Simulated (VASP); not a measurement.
Set up this calculation in VASP 6.6.1, as the native input.

| Property | Result |
| --- | --- |
| Task | single point |
| Functional | PBE |
| Potentials or basis | VASP PAW PBE potentials, release 64 (Au) |
| Cutoff | 520 eV |
| k mesh | 9 × 9 × 9 |
| Occupations | fermi-dirac, width 0.05 eV |
| Spin | no spin polarisation |
| Dipole correction | no |
| Further INCAR settings | ALGO = Normal; EDIFF = 1e-06; NBANDS = 12 |

The structure of Au lies in POSCAR:

```
Au
1.0
    0.0000000000      2.0350000000      1.9943000000
    2.0350000000      0.0000000000      1.9943000000
    2.0350000000      2.0350000000      0.0000000000
Au
1
Direct
    0.0000000000      0.0000000000      0.0000000000
```

One way to write it, as run:

INCAR

```
  PREC = Accurate
  ENCUT = 520
  EDIFF = 1E-6
  ISMEAR = -1
  SIGMA = 0.05
  LREAL = False
  LASPH = True
  NELM = 80
  ALGO = Normal
  ISIF = 2
  LWAVE = False
  LCHARG = False
  GGA = PE
  NBANDS = 12
```

KPOINTS

```
Automatic mesh
0
Gamma
  9 9 9
```

Potentials or basis: VASP PAW PBE potentials, release 64 (Au).

The run is started by

```bash
$ cat potpaw_PBE.64/Au/POTCAR > POTCAR
$ mpirun -np 1 vasp_std > vasp.out
```

Results of the run:

- Pressure: 14.7 GPa

It took 16 s on 1 thread of Intel Xeon 8259CL, on a shared host, peak memory 0.15 GiB.
